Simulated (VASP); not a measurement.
# GaAs2 (Fm-3m) in VASP: a series of runs

Runs on GaAs2. Level: PBE. Tasks: single point, relaxation of cell and atoms.

Everything below comes from runs of VASP 6.6.1. Logs are shortened: lines on timing, memory, paths and dates and some standing lists are left out, and cuts for length are marked.

## 1. The cell of the first run

The structure is cubic, space group Fm-3m (No. 225). Conventional cell: a = 6.142 Å, b = 6.142 Å, c = 6.142 Å, α = 90.00°, β = 90.00°, γ = 90.00°. Within 3.5 Å of Ga (site symmetry m-3m) lie 8 As at 2.66 Å. Within 3.5 Å of As (site symmetry -43m) lie 4 Ga at 2.66 Å and 6 As at 3.07 Å.

## 2. Single point, PBE

File INCAR:

```
PREC = Accurate
ENCUT = 520
EDIFF = 1E-6
ISMEAR = 0
SIGMA = 0.1
LREAL = False
LASPH = True
NELM = 80
ALGO = Normal
ISIF = 2
LWAVE = False
LCHARG = True
GGA = PE
LELF = True
LVHAR = True
NBANDS = 18
```

File KPOINTS:

```
regular mesh
0
Gamma
  6 6 6
```

File POSCAR:

```
GaAs2
1.0
    0.0000000000      3.0710254492      3.0710254492
    3.0710254492      0.0000000000      3.0710254492
    3.0710254492      3.0710254492      0.0000000000
Ga As
1 2
Direct
    0.0000000000      0.0000000000      0.0000000000
    0.2500000000      0.2500000000      0.2500000000
    0.7500000000      0.7500000000      0.7500000000
```

Potentials or basis: VASP PAW PBE potentials, release 64 (Ga_d, As).

Started as:

```
> cat potpaw_PBE.64/Ga_d/POTCAR potpaw_PBE.64/As/POTCAR > POTCAR
> mpirun -np 1 vasp_std > vasp.out
```

OUTCAR:

```text
PREC = Accurate
   ENCUT = 520
   EDIFF = 1E-6
   ISMEAR = 0
   LREAL = False
   LASPH = True
   NELM = 80
   ISIF = 2
   GGA = PE

 ion  position               nearest neighbor table
   1  0.000  0.000  0.000-   3 2.66   3 2.66   3 2.66   2 2.66   3 2.66   2 2.66   2 2.66   2 2.66

   2  0.250  0.250  0.250-   1 2.66   1 2.66   1 2.66   1 2.66
   3  0.750  0.750  0.750-   1 2.66   1 2.66   1 2.66   1 2.66

  LATTYP: Found a face centered cubic cell.
 ALAT       =     6.1420508984

  Lattice vectors:

 A1 = (   0.0000000000,   3.0710254492,   3.0710254492)
 A2 = (   3.0710254492,   0.0000000000,   3.0710254492)
 A3 = (   3.0710254492,   3.0710254492,   0.0000000000)

Analysis of symmetry for initial positions (statically):
=====================================================================
 Subroutine PRICEL returns:
 Original cell was already a primitive cell.

 Routine SETGRP: Setting up the symmetry group for a
 face centered cubic supercell.

 Subroutine GETGRP returns: Found 48 space group operations
 (whereof 48 operations were pure point group operations)
 out of a pool of 48 trial point group operations.

The static configuration has the point symmetry O_h .

Analysis of symmetry for dynamics (positions and initial velocities):
=====================================================================
 Subroutine PRICEL returns:
 Original cell was already a primitive cell.

 Routine SETGRP: Setting up the symmetry group for a
 face centered cubic supercell.

 Subroutine GETGRP returns: Found 48 space group operations
 (whereof 48 operations were pure point group operations)
 out of a pool of 48 trial point group operations.

The dynamic configuration has the point symmetry O_h .

 Subroutine INISYM returns: Found 48 space group operations
 (whereof 48 operations are pure point group operations),
 and found     1 'primitive' translations

----------------------------------------------------------------------------------------

                                     Primitive cell

  volume of cell :      57.9269

  direct lattice vectors                    reciprocal lattice vectors
     0.000000000  3.071025449  3.071025449    -0.162812067  0.162812067  0.162812067
     3.071025449  0.000000000  3.071025449     0.162812067 -0.162812067  0.162812067
[... 75 lines left out ...]
   LASPH  =      T    aspherical Exc in radial PAW
   ENCUT  =  520.0 eV  38.22 Ry    6.18 a.u.   8.08  8.08  8.08*2*pi/ulx,y,z
   NELM   =     80;   NELMIN=  2; NELMDL= -5     # of ELM steps
   EDIFF  = 0.1E-05   stopping-criterion for ELM
   LREAL  =      F    real-space projection
   EDIFFG = 0.1E-04   stopping-criterion for IOM
   NSW    =      0    number of steps for IOM
   IBRION =     -1    ionic relax: 0-MD 1-quasi-New 2-CG
   NFREE  =      0    steps in history (QN), initial steepest desc. (CG)
   ISIF   =      2    stress and relaxation
   ISYM   =      2    0-nonsym 1-usesym 2-fastsym
   POTIM  = 0.5000    time-step for ionic-motion
   TEBEG  =    0.0;   TEEND  =   0.0 temperature during run
   PSTRESS=    0.0 pullay stress
   NELECT =      23.0000    total number of electrons
   NUPDOWN=      -1.0000    fix difference up-down
   EMIN   =  10.00;   EMAX   =-10.00  energy-range for DOS
   EFERMI =   0.00;   METHOD = LEGACY
   ISMEAR =     0;   SIGMA  =   0.10  broadening in eV -4-tet -1-fermi 0-gaus
   EFERMI_NEDOS =   21; number of points for ismear=-14 and -15
   IALGO  =     38    algorithm
   IMIX   =      4    mixing-type and parameters
     AMIX     =   0.40;   BMIX     =  1.00
     AMIX_MAG =   1.60;   BMIX_MAG =  1.00
  volume/ion in A,a.u.               =      19.31       130.30
  Fermi-wavevector in a.u.,A,eV,Ry     =   1.203254  2.273821 19.698794  1.447821
  Thomas-Fermi vector in A             =   2.339013
   LORBIT       =      0    0 simple, 1 ext, 2 COOP (PROOUT), +10 PAW based schemes
   GGA     = PE    functional components
   LHFCALC =     F    Hartree Fock is set to
   AEXX    =    0.0000 exact exchange contribution
   IVDW    =     0    specifies the selected vdW correction
   LEPSILON=     F    determine dielectric tensor
   LRPA    =     F    only Hartree local field effects (RPA)
 non-spin polarized calculation
 Gauss-broadening in eV      SIGMA  =   0.10
  energy-cutoff  :      520.00
  volume of cell :       57.93
 maximum number of plane-waves:      1588
   NGX = 17   NGY = 17   NGZ = 17

 number of electron      22.9999990 magnetization

 Free energy of the ion-electron system (eV)
  ---------------------------------------------------
  ext. energy  EPLUGINS =         0.00000000
  ---------------------------------------------------
  free energy    TOTEN  =       -11.28099151 eV

  energy without entropy =      -11.27532751  energy(sigma->0) =      -11.27815951

 E-fermi :   6.0554     XC(G=0): -10.5528

 val. band max:        5.9147725787   @ k =   0.5000   0.3333   0.0000
 cond. band min:       6.1072168602   @ k =   0.3333   0.1667   0.0000
 fundamental gap:      0.1924442814
 Fermi energy:         6.0553847057

 k-point     1 :       0.0000    0.0000    0.0000
  band No.  band energies     occupation
      1      -9.1413      2.00000
      2      -9.1413      2.00000
      3      -9.1413      2.00000
      4      -9.0639      2.00000
      5      -9.0639      2.00000
      6      -8.4335      2.00000
[... 313 lines left out ...]
      5      -9.0594      2.00000
      6      -5.6344      2.00000
[... 10 lines left out ...]
     17      13.4320      0.00000
     18      15.8730      0.00000

------------------------ aborting loop because EDIFF is reached ----------------------------------------

  FORCE on cell =-STRESS in cart. coord.  units (eV):
  Direction    XX          YY          ZZ          XY          YZ          ZX
  --------------------------------------------------------------------------------------
  -------------------------------------------------------------------------------------
  Total        3.1512060      3.1512060      3.1512060     -0.0000000     -0.0000000      0.0000000
  in kB       87.1579762     87.1579762     87.1579762     -0.0000000     -0.0000000      0.0000000
  external PRESSURE =      87.1579762 kB  Pullay stress =       0.0000000 kB

 VOLUME and BASIS-vectors are now :
 -----------------------------------------------------------------------------
  energy-cutoff  :      520.00
  volume of cell :       57.93
      direct lattice vectors                 reciprocal lattice vectors
     0.000000000  3.071025449  3.071025449    -0.162812067  0.162812067  0.162812067
     3.071025449  0.000000000  3.071025449     0.162812067 -0.162812067  0.162812067
     3.071025449  3.071025449  0.000000000     0.162812067  0.162812067 -0.162812067

 POSITION                                       TOTAL-FORCE (eV/Angst)
 -----------------------------------------------------------------------------------
      0.00000      0.00000      0.00000         0.000000      0.000000      0.000000
      1.53551      1.53551      1.53551        -0.000000     -0.000000     -0.000000
      4.60654      4.60654      4.60654         0.000000      0.000000      0.000000
 -----------------------------------------------------------------------------------
    total drift:                                0.000000     -0.000000      0.000000

  FREE ENERGIE OF THE ION-ELECTRON SYSTEM (eV)
  ---------------------------------------------------
  free  energy   TOTEN  =       -11.2809915138 eV

  energy  without entropy=      -11.2753275097  energy(sigma->0) =      -11.27815951
```

OSZICAR:

```text
N       E                     dE             d eps       ncg     rms          rms(c)
DAV:   1     0.127630471253E+03    0.12763E+03   -0.10849E+04   576   0.161E+03
DAV:   2     0.365557102641E-01   -0.12759E+03   -0.12385E+03   652   0.349E+02
DAV:   3    -0.110768070249E+02   -0.11113E+02   -0.10985E+02   690   0.831E+01
DAV:   4    -0.113250977110E+02   -0.24829E+00   -0.24792E+00   700   0.122E+01
DAV:   5    -0.113279240138E+02   -0.28263E-02   -0.28259E-02   680   0.132E+00    0.337E+00
DAV:   6    -0.112936344434E+02    0.34290E-01   -0.50436E-02   750   0.488E+00    0.200E+00
DAV:   7    -0.112811952948E+02    0.12439E-01   -0.14987E-02   872   0.162E+00    0.241E-01
DAV:   8    -0.112808472908E+02    0.34800E-03   -0.24773E-03   718   0.771E-01    0.508E-02
DAV:   9    -0.112809781773E+02   -0.13089E-03   -0.26372E-04   642   0.130E-01    0.373E-02
DAV:  10    -0.112809895300E+02   -0.11353E-04   -0.24557E-05   638   0.290E-02    0.851E-03
DAV:  11    -0.112809909258E+02   -0.13958E-05   -0.33365E-06   584   0.207E-02    0.398E-03
DAV:  12    -0.112809915138E+02   -0.58797E-06   -0.30874E-07   394   0.480E-03
   1 F= -.11280992E+02 E0= -.11278160E+02  d E =-.566400E-02
```

Run time: 6.7 s. Hardware: 1 thread of Intel Xeon 6975P-C (Granite Rapids), shared host; peak memory 0.17 GiB.

Results:

```
Free energy : -11.2810 eV
Pressure    : 8.7 GPa
```

## 3. Single point, PBE

This run uses another cell than the first one, of 21.52 Å³/atom, 1.115 times its volume.

File INCAR:

```
SYSTEM = GaAs2
  PREC = Accurate
  ENCUT = 520
  EDIFF = 1E-7
  ISMEAR = 0
  SIGMA = 0.1
  LREAL = .FALSE.
  LASPH = .TRUE.
  NELM = 100
  ALGO = Normal
  ISIF = 2
  LWAVE = .FALSE.
  LCHARG = .FALSE.
  GGA = PE
  NBANDS = 18
```

File KPOINTS:

```
regular mesh
0
G
  6 6 6
  0 0 0
```

File POSCAR:

```
GaAs2
1.0
    0.0000000000      3.1842309307      3.1842309307
    3.1842309307      0.0000000000      3.1842309307
    3.1842309307      3.1842309307      0.0000000000
Ga As
1 2
Direct
    0.0000000000      0.0000000000      0.0000000000
    0.2500000000      0.2500000000      0.2500000000
    0.7500000000      0.7500000000      0.7500000000
```

Potentials or basis: VASP PAW PBE potentials, release 64 (Ga_d, As).

Started as:

```
> cat potpaw_PBE.64/Ga_d/POTCAR potpaw_PBE.64/As/POTCAR > POTCAR
> mpirun -np 1 vasp_std > vasp.out
```

Run time: 10 s. Hardware: 1 thread of Intel Xeon 6975P-C (Granite Rapids), shared host; peak memory 0.2 GiB.

Results (log left out):

```
Free energy : -11.4420 eV
Pressure    : -0.1 GPa
```

Levels at points of the mesh, in eV from the Fermi level:
| k point | band 8 | band 9 | band 10 | band 11 | band 12 | band 13 | band 14 | band 15 |
| --- | --- | --- | --- | --- | --- | --- | --- | --- |
| (0.00, 0.00, 0.00) | -2.36 | -2.36 | -2.36 | -1.19 | -0.36 | -0.36 | -0.36 | 2.82 |
| (0.50, 0.00, 0.00) | -4.97 | -2.72 | -2.72 | -1.79 | -1.44 | -1.44 | 3.43 | 5.59 |
| (0.50, 0.50, 0.00) | -7.82 | -4.69 | -4.69 | -0.81 | 2.31 | 2.31 | 3.36 | 5.06 |

## 4. Relaxation of cell and atoms, PBE

File INCAR:

```
SYSTEM = GaAs2
PREC     = Accurate       ! precision mode
ENCUT    = 600            ! plane-wave cutoff, eV
EDIFF    = 1E-6           ! SCF threshold, eV
ISMEAR   = 0              ! smearing method
SIGMA    = 0.1            ! smearing width, eV
LREAL    = .FALSE.        ! projectors in reciprocal space
LASPH    = .TRUE.         ! aspherical terms in the spheres
NELM     = 80             ! most SCF steps
ALGO     = Normal         ! electronic algorithm
ISIF     = 3              ! what is computed and relaxed
LWAVE    = .FALSE.        ! write WAVECAR
LCHARG   = .FALSE.        ! write CHGCAR
GGA      = PE             ! functional
IBRION   = 2              ! ionic algorithm
NSW      = 90             ! ionic steps
EDIFFG   = -0.04          ! ionic threshold
```

File KPOINTS:

```
Automatic mesh
0
G
  6 6 6
  0 0 0
```

File POSCAR:

```
GaAs2
1.0
    0.0000000000      3.0710254492      3.0710254492
    3.0710254492      0.0000000000      3.0710254492
    3.0710254492      3.0710254492      0.0000000000
Ga As
1 2
Direct
    0.0000000000      0.0000000000      0.0000000000
    0.2500000000      0.2500000000      0.2500000000
    0.7500000000      0.7500000000      0.7500000000
```

Started as:

```
> cat potpaw_PBE.64/Ga_d/POTCAR potpaw_PBE.64/As/POTCAR > POTCAR
> mpirun -np 1 vasp_std > vasp.out
```

Wall time 21 s (1 thread of Intel Xeon 6975P-C (Granite Rapids), shared host); peak memory 0.21 GiB.

Results (log left out):

```
Free energy                            : -11.4413 eV
Relaxed volume                         : 21.47 Å³/atom
Relaxed cell                           : a = 4.499 Å, b = 4.499 Å, c = 4.499 Å, α = 60.00°, β = 60.00°, γ = 60.00°
Space group after relaxing (to 0.05 Å) : Fm-3m (No. 225)
Energy gained by relaxing              : 53.5 meV/atom
Ionic steps                            : 3
Pressure after relaxing                : 0.1 GPa
```

The path:
| step | energy change (eV) | largest force (eV/Å) | pressure (GPa) | volume (Å³) |
| --- | --- | --- | --- | --- |
| 1 | 0.0000 | 0.0000 | 8.71 | 57.93 |
| 2 | -0.1387 | 0.0000 | -2.46 | 67.18 |
| 3 | -0.1604 | 0.0000 | 0.06 | 64.40 |

Final structure:
```
CELL_PARAMETERS angstrom
0.00000 3.18147 3.18147
3.18147 0.00000 3.18147
3.18147 3.18147 0.00000
ATOMIC_POSITIONS crystal
Ga 0.00000 0.00000 0.00000
As 0.25000 0.25000 0.25000
As 0.75000 0.75000 0.75000
```

Levels at points of the mesh, in eV from the Fermi level:
| k point | band 9 | band 10 | band 11 | band 12 | band 13 | band 14 |
| --- | --- | --- | --- | --- | --- | --- |
| (0.00, 0.00, 0.00) | -2.37 | -2.37 | -1.17 | -0.37 | -0.37 | -0.37 |
| (0.50, 0.00, 0.00) | -2.73 | -2.73 | -1.79 | -1.45 | -1.45 | 3.45 |
| (0.50, 0.50, 0.00) | -4.70 | -4.70 | -0.81 | 2.32 | 2.32 | 3.37 |

## 5. Single point, PBE

This run uses another cell than the first one, of 21.48 Å³/atom, 1.113 times its volume.

File INCAR:

```
PREC = Accurate ; ENCUT = 520
EDIFF = 1E-6 ; ISMEAR = 0
SIGMA = 0.1 ; LREAL = False
LASPH = True ; NELM = 80
ALGO = Normal ; ISIF = 2
LWAVE = False ; LCHARG = False
GGA = PE ; NBANDS = 18
```

File KPOINTS:

```
Automatic mesh
0
Gamma
  12 12 12
```

File POSCAR:

```
GaAs2
1.0
    0.0000000000      3.1821555302      3.1821555302
    3.1821555302      0.0000000000      3.1821555302
    3.1821555302      3.1821555302      0.0000000000
Ga As
1 2
Direct
    0.0000000000      0.0000000000      0.0000000000
    0.2500000000      0.2500000000      0.2500000000
    0.7500000000      0.7500000000      0.7500000000
```

Started as:

```
> cat potpaw_PBE.64/Ga_d/POTCAR potpaw_PBE.64/As/POTCAR > POTCAR
> mpirun -np 1 vasp_std > vasp.out
```

It took 28 s on 1 thread of Intel Xeon 6975P-C (Granite Rapids), shared host; peak memory 0.25 GiB.

It converged, with:

| Property | Result |
| --- | --- |
| Free energy | -11.4260 eV |
| Pressure | 0.1 GPa |

Levels at points of the mesh, in eV from the Fermi level:
```tsv
k point	band 8	band 9	band 10	band 11	band 12	band 13	band 14	band 15
(0.00, 0.00, 0.00)	-2.40	-2.40	-2.40	-1.20	-0.39	-0.39	-0.39	2.79
(0.50, 0.00, 0.00)	-5.00	-2.76	-2.76	-1.82	-1.47	-1.47	3.42	5.56
(0.50, 0.50, 0.00)	-7.86	-4.73	-4.73	-0.84	2.29	2.29	3.34	5.04
```

## 6. The runs side by side

```csv
task,cell,k mesh,cutoff (eV),gap on the mesh (eV),pressure (GPa)
single point,"a = 4.343 Å, angles 60.0°, 3 atoms",6 × 6 × 6,520,none,8.7
single point,"a = 4.503 Å, angles 60.0°, 3 atoms",6 × 6 × 6,520,none,-0.1
relaxation of cell and atoms,"relaxed from a = 4.343 Å, angles 60.0°, 3 atoms",6 × 6 × 6,600,none,0.1
single point,"a = 4.500 Å, angles 60.0°, 3 atoms",12 × 12 × 12,520,none,0.1
```

Alike in all rows: level PBE; potentials or basis VASP PAW PBE potentials, release 64 (Ga_d, As); no spin polarisation; smearing gaussian 0.1 eV.

Total energies depend on the potentials used, so only differences within one code and one set of settings carry meaning.
